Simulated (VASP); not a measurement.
# MgS (F-43m) in VASP: notebook

MgS is run at these levels: r2SCAN; tasks: single point.

Program: VASP 6.6.1. These are calculated values, not measurements. Logs are shortened: lines on timing, memory, paths and dates and some standing lists are left out, and cuts for length are marked.

### Step 1. The cell of the first run

The structure is cubic, space group F-43m (No. 216). The conventional cell has a = 5.492 Å, b = 5.492 Å, c = 5.492 Å, α = 90.00°, β = 90.00°, γ = 90.00°. Within 3.1 Å of Mg (site symmetry -43m) lie 4 S at 2.38 Å. Within 3.1 Å of S (site symmetry -43m) lie 4 Mg at 2.38 Å.

### Step 2. Single point, r2SCAN (strain -3.0%)

The input, POSCAR:

```
MgS
1.0
    0.0000000000      2.7459505360      2.7459505360
    2.7459505360      0.0000000000      2.7459505360
    2.7459505360      2.7459505360      0.0000000000
Mg S
1 1
Direct
    0.0000000000      0.0000000000      0.0000000000
    0.2500000000      0.2500000000      0.2500000000
```

The input, INCAR.step1:

```
SYSTEM = MgS
PREC     = Accurate       ! precision mode
ENCUT    = 520            ! plane-wave cutoff, eV
ISMEAR   = 0              ! smearing method
SIGMA    = 0.01           ! smearing width, eV
LREAL    = .False.        ! projectors in reciprocal space
LASPH    = .True.         ! aspherical terms in the spheres
NELM     = 100            ! most SCF steps
NBANDS   = 11             ! bands
GGA      = PE             ! functional
ALGO     = Normal         ! electronic algorithm
EDIFF    = 1E-4           ! SCF threshold, eV
LWAVE    = .True.         ! write WAVECAR
LCHARG   = .False.        ! write CHGCAR
```

The input, INCAR.step2:

```
SYSTEM = MgS
PREC     = Accurate       ! precision mode
ENCUT    = 520            ! plane-wave cutoff, eV
EDIFF    = 1E-7           ! SCF threshold, eV
ISMEAR   = 0              ! smearing method
SIGMA    = 0.01           ! smearing width, eV
LREAL    = .False.        ! projectors in reciprocal space
LASPH    = .True.         ! aspherical terms in the spheres
NELM     = 100            ! most SCF steps
ALGO     = Normal         ! electronic algorithm
ISIF     = 2              ! what is computed and relaxed
LWAVE    = .False.        ! write WAVECAR
LCHARG   = .False.        ! write CHGCAR
METAGGA  = R2SCAN         ! meta-GGA
LMIXTAU  = .True.       
NBANDS   = 11             ! bands
ISTART   = 1
```

The input, KPOINTS:

```
Automatic mesh
0
Gamma
  8 8 8
  0 0 0
```

Potentials or basis: VASP PAW PBE potentials, release 64 (Mg, S).

Command:

```
> cat potpaw_PBE.64/Mg/POTCAR potpaw_PBE.64/S/POTCAR > POTCAR
> cp INCAR.step1 INCAR
> mpirun -np 1 vasp_std > vasp.out
> cp INCAR.step2 INCAR
> mpirun -np 1 vasp_std > vasp.out
```

OUTCAR:

```text
SYSTEM = MgS
   PREC = Accurate
   ENCUT = 520
   EDIFF = 1E-7
   ISMEAR = 0
   LREAL = .False.
   LASPH = .True.
   NELM = 100
   ISIF = 2
   METAGGA = R2SCAN
   ISTART = 1

 ion  position               nearest neighbor table
   1  0.000  0.000  0.000-   2 2.38   2 2.38   2 2.38   2 2.38
   2  0.250  0.250  0.250-   1 2.38   1 2.38   1 2.38   1 2.38

  LATTYP: Found a face centered cubic cell.
 ALAT       =     5.4919010720

  Lattice vectors:

 A1 = (   0.0000000000,   2.7459505360,   2.7459505360)
 A2 = (   2.7459505360,   0.0000000000,   2.7459505360)
 A3 = (   2.7459505360,   2.7459505360,   0.0000000000)

Analysis of symmetry for initial positions (statically):
=====================================================================
 Subroutine PRICEL returns:
 Original cell was already a primitive cell.

 Routine SETGRP: Setting up the symmetry group for a
 face centered cubic supercell.

 Subroutine GETGRP returns: Found 24 space group operations
 (whereof 24 operations were pure point group operations)
 out of a pool of 48 trial point group operations.

The static configuration has the point symmetry T_d .

Analysis of symmetry for dynamics (positions and initial velocities):
=====================================================================
 Subroutine PRICEL returns:
 Original cell was already a primitive cell.

 Routine SETGRP: Setting up the symmetry group for a
 face centered cubic supercell.

 Subroutine GETGRP returns: Found 24 space group operations
 (whereof 24 operations were pure point group operations)
 out of a pool of 48 trial point group operations.

The dynamic configuration has the point symmetry T_d .

 Subroutine INISYM returns: Found 24 space group operations
 (whereof 24 operations are pure point group operations),
 and found     1 'primitive' translations

----------------------------------------------------------------------------------------

                                     Primitive cell

  volume of cell :      41.4103

  direct lattice vectors                    reciprocal lattice vectors
     0.000000000  2.745950536  2.745950536    -0.182086310  0.182086310  0.182086310
     2.745950536  0.000000000  2.745950536     0.182086310 -0.182086310  0.182086310
     2.745950536  2.745950536  0.000000000     0.182086310  0.182086310 -0.182086310

  length of vectors
     3.883360490  3.883360490  3.883360490     0.315382740  0.315382740  0.315382740

  position of ions in fractional coordinates (direct lattice)
     0.000000000  0.000000000  0.000000000
     0.250000000  0.250000000  0.250000000

[... 81 lines left out ...]
   NFREE  =      0    steps in history (QN), initial steepest desc. (CG)
   ISIF   =      2    stress and relaxation
   ISYM   =      2    0-nonsym 1-usesym 2-fastsym
   POTIM  = 0.5000    time-step for ionic-motion
   TEBEG  =    0.0;   TEEND  =   0.0 temperature during run
   PSTRESS=    0.0 pullay stress
   NELECT =       8.0000    total number of electrons
   NUPDOWN=      -1.0000    fix difference up-down
   EMIN   =  10.00;   EMAX   =-10.00  energy-range for DOS
   EFERMI =   0.00;   METHOD = LEGACY
   ISMEAR =     0;   SIGMA  =   0.01  broadening in eV -4-tet -1-fermi 0-gaus
   EFERMI_NEDOS =   21; number of points for ismear=-14 and -15
   IALGO  =     38    algorithm
   IMIX   =      4    mixing-type and parameters
     AMIX     =   0.40;   BMIX     =  1.00
     AMIX_MAG =   1.60;   BMIX_MAG =  1.00
  volume/ion in A,a.u.               =      20.71       139.73
  Fermi-wavevector in a.u.,A,eV,Ry     =   0.946387  1.788412 12.186037  0.895648
  Thomas-Fermi vector in A             =   2.074380
   LORBIT       =      0    0 simple, 1 ext, 2 COOP (PROOUT), +10 PAW based schemes
   METAGGA = R2SCAN    functional components
   LHFCALC =     F    Hartree Fock is set to
   AEXX    =    0.0000 exact exchange contribution
   IVDW    =     0    specifies the selected vdW correction
   LEPSILON=     F    determine dielectric tensor
   LRPA    =     F    only Hartree local field effects (RPA)
 non-spin polarized calculation
 Gauss-broadening in eV      SIGMA  =   0.01
  energy-cutoff  :      520.00
  volume of cell :       41.41
 maximum number of plane-waves:      1139
 NGX is ok and might be reduce to    30
   NGX = 15   NGY = 15   NGZ = 15

 number of electron       7.9999998 magnetization

 Free energy of the ion-electron system (eV)
  ---------------------------------------------------
  ext. energy  EPLUGINS =         0.00000000
  ---------------------------------------------------
  free energy    TOTEN  =       -15.38143361 eV

  energy without entropy =      -15.38143361  energy(sigma->0) =      -15.38143361

 E-fermi :   1.4078     XC(G=0):  -9.1477

 val. band max:        1.3652475182   @ k =   0.0000   0.0000   0.0000
 cond. band min:       5.6057716460   @ k =   0.5000   0.5000   0.0000
 fundamental gap:      4.2405241278
 Fermi energy:         1.4078477766

 k-point     1 :       0.0000    0.0000    0.0000
  band No.  band energies     occupation
      1     -10.7039      2.00000
      2       1.3652      2.00000
      3       1.3652      2.00000
      4       1.3652      2.00000
      5       6.0004      0.00000
      6      10.1942      0.00000
      7      10.1942      0.00000
      8      10.1942      0.00000
      9      13.0085      0.00000
     10      13.0085      0.00000
     11      16.7333      0.00000
[... 309 lines left out ...]
 k-point    24 :      -0.3750    0.2500    0.1250
  band No.  band energies     occupation
      1      -9.7204      2.00000
      2      -1.7095      2.00000
      3      -0.0703      2.00000
      4       0.6406      2.00000
      5       8.0478      0.00000
      6       8.8466      0.00000
      7      11.0811      0.00000
      8      11.3650      0.00000
      9      14.0828      0.00000
     10      15.5488      0.00000
     11      17.0557      0.00000

 [... further k-points ...]
[... 5 lines left out ...]
  --------------------------------------------------------------------------------------
  -------------------------------------------------------------------------------------
  Total        1.6324921      1.6324921      1.6324921     -0.0000000     -0.0000000     -0.0000000
  in kB       63.1616606     63.1616606     63.1616606     -0.0000000     -0.0000000     -0.0000000
  external PRESSURE =      63.1616606 kB  Pullay stress =       0.0000000 kB

 VOLUME and BASIS-vectors are now :
 -----------------------------------------------------------------------------
  energy-cutoff  :      520.00
  volume of cell :       41.41
      direct lattice vectors                 reciprocal lattice vectors
     0.000000000  2.745950536  2.745950536    -0.182086310  0.182086310  0.182086310
     2.745950536  0.000000000  2.745950536     0.182086310 -0.182086310  0.182086310
     2.745950536  2.745950536  0.000000000     0.182086310  0.182086310 -0.182086310

 POSITION                                       TOTAL-FORCE (eV/Angst)
 -----------------------------------------------------------------------------------
      0.00000      0.00000      0.00000        -0.000000     -0.000000     -0.000000
      1.37298      1.37298      1.37298         0.000000      0.000000      0.000000
 -----------------------------------------------------------------------------------
    total drift:                                0.000001      0.000001      0.000001

  FREE ENERGIE OF THE ION-ELECTRON SYSTEM (eV)
  ---------------------------------------------------
  free  energy   TOTEN  =       -15.3814336066 eV

  energy  without entropy=      -15.3814336066  energy(sigma->0) =      -15.38143361
```

OSZICAR.step1:

```text
N       E                     dE             d eps       ncg     rms          rms(c)
DAV:   1     0.229662732584E+02    0.22966E+02   -0.34491E+03   670   0.571E+02
DAV:   2    -0.716348301136E+01   -0.30130E+02   -0.28600E+02   784   0.101E+02
DAV:   3    -0.886682445905E+01   -0.17033E+01   -0.16990E+01   789   0.254E+01
DAV:   4    -0.888081874981E+01   -0.13994E-01   -0.13993E-01   750   0.268E+00
DAV:   5    -0.888097804883E+01   -0.15930E-03   -0.15930E-03   821   0.289E-01    0.430E+00
DAV:   6    -0.840498416813E+01    0.47599E+00   -0.11103E+00   683   0.406E+00    0.338E+00
DAV:   7    -0.836563412088E+01    0.39350E-01   -0.28227E-01   749   0.222E+00    0.263E+00
DAV:   8    -0.837254735494E+01   -0.69132E-02   -0.20788E-02   704   0.881E-01    0.145E+00
DAV:   9    -0.837181491940E+01    0.73244E-03   -0.22264E-03   704   0.241E-01    0.395E-01
DAV:  10    -0.837198769756E+01   -0.17278E-03   -0.48123E-04   707   0.106E-01    0.821E-02
DAV:  11    -0.837199177589E+01   -0.40783E-05   -0.48824E-05   624   0.294E-02
   1 F= -.83719918E+01 E0= -.83719918E+01  d E =-.145164E-44
```

Run time: 35 s. Hardware: 1 thread of Intel Xeon 6975P-C (Granite Rapids), shared host; peak memory 0.17 GiB.

What came out:

```yaml
Free_energy: -15.3814 eV
Pressure: 6.3 GPa
Band_gap_on_the_k_mesh: 4.24 eV, indirect (least direct gap 4.64 eV)
```

Caveat: the cell differs from its parent crystal (strain -3.0%); the PAW data sets were made with another functional, which shifts forces and pressure a little.

### Step 3. Single point, r2SCAN (strain -2.0%)

The input, POSCAR:

```
MgS
1.0
    0.0000000000      2.7742593044      2.7742593044
    2.7742593044      0.0000000000      2.7742593044
    2.7742593044      2.7742593044      0.0000000000
Mg S
1 1
Direct
    0.0000000000      0.0000000000      0.0000000000
    0.2500000000      0.2500000000      0.2500000000
```

The input, INCAR.step1:

```
PREC = Accurate ; ENCUT = 520
ISMEAR = 0 ; SIGMA = 0.01
LREAL = F ; LASPH = T
NELM = 100 ; NBANDS = 11
GGA = PE ; ALGO = Normal
EDIFF = 1E-4 ; LWAVE = T
LCHARG = F
```

The input, INCAR.step2:

```
PREC = Accurate ; ENCUT = 520
EDIFF = 1E-6 ; ISMEAR = 0
SIGMA = 0.01 ; LREAL = F
LASPH = T ; NELM = 100
ALGO = Normal ; ISIF = 2
LWAVE = F ; LCHARG = F
METAGGA = R2SCAN ; LMIXTAU = T
NBANDS = 11 ; ISTART = 1
```

The input, KPOINTS:

```
Automatic mesh
0
Gamma
  8 8 8
```

Potentials or basis: VASP PAW PBE potentials, release 64 (Mg, S).

Command:

```
> cat potpaw_PBE.64/Mg/POTCAR potpaw_PBE.64/S/POTCAR > POTCAR
> cp INCAR.step1 INCAR
> mpirun -np 1 vasp_std > vasp.out
> cp INCAR.step2 INCAR
> mpirun -np 1 vasp_std > vasp.out
```

It took 32 s on 1 thread of Intel Xeon 6975P-C (Granite Rapids), shared host; peak memory 0.17 GiB.

Results (log left out):

```yaml
Free_energy: -15.4224 eV
Pressure: 3.8 GPa
Band_gap_on_the_k_mesh: 4.27 eV, indirect (least direct gap 4.46 eV)
```

Levels at points of the mesh, in eV from the valence-band top:
| k point | band 1 | band 2 | band 3 | band 4 | band 5 | band 6 | band 7 | band 8 |
| --- | --- | --- | --- | --- | --- | --- | --- | --- |
| (0.00, 0.00, 0.00) | -11.95 | 0.00 | 0.00 | 0.00 | 4.46 | 8.75 | 8.75 | 8.75 |
| (0.50, 0.00, 0.00) | -11.16 | -3.36 | -0.35 | -0.35 | 6.02 | 8.30 | 8.30 | 9.58 |
| (0.50, 0.50, 0.00) | -10.90 | -3.00 | -1.12 | -1.12 | 4.27 | 6.34 | 12.78 | 13.79 |

Caveat: the cell differs from its parent crystal (strain -2.0%); the PAW data sets were made with another functional, which shifts forces and pressure a little.

### Step 4. Single point, r2SCAN (strain -1.0%)

The input, POSCAR:

```
MgS
1.0
    0.0000000000      2.8025680728      2.8025680728
    2.8025680728      0.0000000000      2.8025680728
    2.8025680728      2.8025680728      0.0000000000
Mg S
1 1
Direct
    0.0000000000      0.0000000000      0.0000000000
    0.2500000000      0.2500000000      0.2500000000
```

The input, INCAR.step1:

```
SYSTEM = MgS
  PREC = Accurate
  ENCUT = 520
  ISMEAR = 0
  SIGMA = 0.01
  LREAL = .False.
  LASPH = .True.
  NELM = 80
  NBANDS = 11
  GGA = PE
  ALGO = Normal
  EDIFF = 1E-4
  LWAVE = .True.
  LCHARG = .False.
```

The input, INCAR.step2:

```
SYSTEM = MgS
  PREC = Accurate
  ENCUT = 520
  EDIFF = 1E-6
  ISMEAR = 0
  SIGMA = 0.01
  LREAL = .False.
  LASPH = .True.
  NELM = 80
  ALGO = Normal
  ISIF = 2
  LWAVE = .False.
  LCHARG = .False.
  METAGGA = R2SCAN
  LMIXTAU = .True.
  NBANDS = 11
  ISTART = 1
```

The input, KPOINTS:

```
regular mesh
0
Gamma
  8 8 8
  0 0 0
```

Command:

```
> cat potpaw_PBE.64/Mg/POTCAR potpaw_PBE.64/S/POTCAR > POTCAR
> cp INCAR.step1 INCAR
> mpirun -np 1 vasp_std > vasp.out
> cp INCAR.step2 INCAR
> mpirun -np 1 vasp_std > vasp.out
```

Run time: 32 s. Hardware: 1 thread of Intel Xeon 6975P-C (Granite Rapids), shared host; peak memory 0.17 GiB.

The run converged. Its results:

* Free energy: -15.4449 eV
* Pressure: 1.6 GPa
* Band gap on the k mesh: 4.29 eV, direct

Levels at points of the mesh, in eV from the valence-band top:
```
           k point  band 2  band 3  band 4  band 5  band 6  band 7
(0.00, 0.00, 0.00)    0.00    0.00    0.00    4.29    8.67    8.67
(0.50, 0.00, 0.00)   -3.25   -0.34   -0.34    5.90    8.25    8.25
(0.50, 0.50, 0.00)   -2.91   -1.09   -1.09    4.30    6.30   12.45
```

Caveat: the cell differs from its parent crystal (strain -1.0%); the PAW data sets were made with another functional, which shifts forces and pressure a little.

### Step 5. Single point, r2SCAN (strain +1.0%)

The input, POSCAR:

```
MgS
1.0
    0.0000000000      2.8591856096      2.8591856096
    2.8591856096      0.0000000000      2.8591856096
    2.8591856096      2.8591856096      0.0000000000
Mg S
1 1
Direct
    0.0000000000      0.0000000000      0.0000000000
    0.2500000000      0.2500000000      0.2500000000
```

The input, INCAR.step1:

```
ALGO = Normal ; EDIFF = 1E-4
ENCUT = 520 ; GGA = PE
ISMEAR = 0 ; LASPH = T
LCHARG = F ; LREAL = F
LWAVE = T ; NBANDS = 11
NELM = 80 ; PREC = Accurate
SIGMA = 0.01
```

The input, INCAR.step2:

```
ALGO = Normal ; EDIFF = 1E-7
ENCUT = 520 ; ISIF = 2
ISMEAR = 0 ; ISTART = 1
LASPH = T ; LCHARG = F
LMIXTAU = T ; LREAL = F
LWAVE = F ; METAGGA = R2SCAN
NBANDS = 11 ; NELM = 80
PREC = Accurate ; SIGMA = 0.01
```

The input, KPOINTS:

```
k-points
0
Gamma
  8 8 8
```

Command:

```
> cat potpaw_PBE.64/Mg/POTCAR potpaw_PBE.64/S/POTCAR > POTCAR
> cp INCAR.step1 INCAR
> mpirun -np 1 vasp_std > vasp.out
> cp INCAR.step2 INCAR
> mpirun -np 1 vasp_std > vasp.out
```

It took 33 s on 1 thread of Intel Xeon 6975P-C (Granite Rapids), shared host; peak memory 0.17 GiB.

The run converged. Its results:

```yaml
Free_energy: -15.4411 eV
Pressure: -2.0 GPa
Band_gap_on_the_k_mesh: 3.97 eV, direct
```

Levels at points of the mesh, in eV from the valence-band top:
```tsv
k point	band 1	band 2	band 3	band 4	band 5	band 6	band 7	band 8
(0.00, 0.00, 0.00)	-11.64	0.00	0.00	0.00	3.97	8.52	8.52	8.52
(0.50, 0.00, 0.00)	-10.99	-3.05	-0.32	-0.32	5.68	8.17	8.17	9.11
(0.50, 0.50, 0.00)	-10.78	-2.73	-1.01	-1.01	4.34	6.22	11.83	13.02
```

Caveat: the cell differs from its parent crystal (strain +1.0%); the PAW data sets were made with another functional, which shifts forces and pressure a little.

### Step 6. Summary

| cell | gap on the mesh (eV) | pressure (GPa) |
| --- | --- | --- |
| a = 3.883 Å, angles 60.0°, 2 atoms | 4.24 | 6.3 |
| a = 3.923 Å, angles 60.0°, 2 atoms | 4.27 | 3.8 |
| a = 3.963 Å, angles 60.0°, 2 atoms | 4.29 | 1.6 |
| a = 4.043 Å, angles 60.0°, 2 atoms | 3.97 | -2.0 |

Alike in all rows: task single point; level r2SCAN; potentials or basis VASP PAW PBE potentials, release 64 (Mg, S); no spin polarisation; k mesh 8 × 8 × 8; cutoff (eV) 520; smearing gaussian 0.01 eV.

Caveats: the PAW data sets were made with another functional, which shifts forces and pressure a little.

Total energies depend on the potentials used, so only differences within one code and one set of settings carry meaning.
